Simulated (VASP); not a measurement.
Input of a VASP 6.6.1 run:

Contents of INCAR:

```
SYSTEM = AlAs
ALGO = Normal
EDIFF = 1E-6
ENCUT = 500
GGA_COMPAT = .False.
ISIF = 2
ISMEAR = -1
LASPH = .True.
LCHARG = .True.
LELF = .True.
LREAL = .False.
LVHAR = .True.
LWAVE = .False.
NBANDS = 16
NELM = 120
PREC = Accurate
SIGMA = 0.02
```

The input KPOINTS:

```
k-points
0
Gamma
  8 6 8
  0 0 0
```

Contents of POSCAR:

```
AlAs
1.0
   -2.8141708128      2.8141708128      0.0000000000
    0.0000000000      0.0000000000      5.6283416255
    2.8141708128      2.8141708128      0.0000000000
Al As
2 2
Direct
    0.0000000000      0.0000000000      0.0000000000
    0.5000000000      0.5000000000      0.5000000000
    0.0000000000      0.2500000000      0.5000000000
    0.5000000000      0.7500000000      0.0000000000
```

Potentials or basis: VASP PAW LDA potentials, release 64 (Al, As).

Run with:

```sh
$ cat potpaw_LDA.64/Al/POTCAR potpaw_LDA.64/As/POTCAR > POTCAR
$ mpirun -np 1 vasp_std > vasp.out
```

Question: Estimate the band gap on the k mesh.

Answer: 1.31 eV.

Question: Estimate the pressure.

Answer: 0.4 GPa.

A k mesh can miss the band edges. As with any semilocal functional, this LDA gap is likely too small.
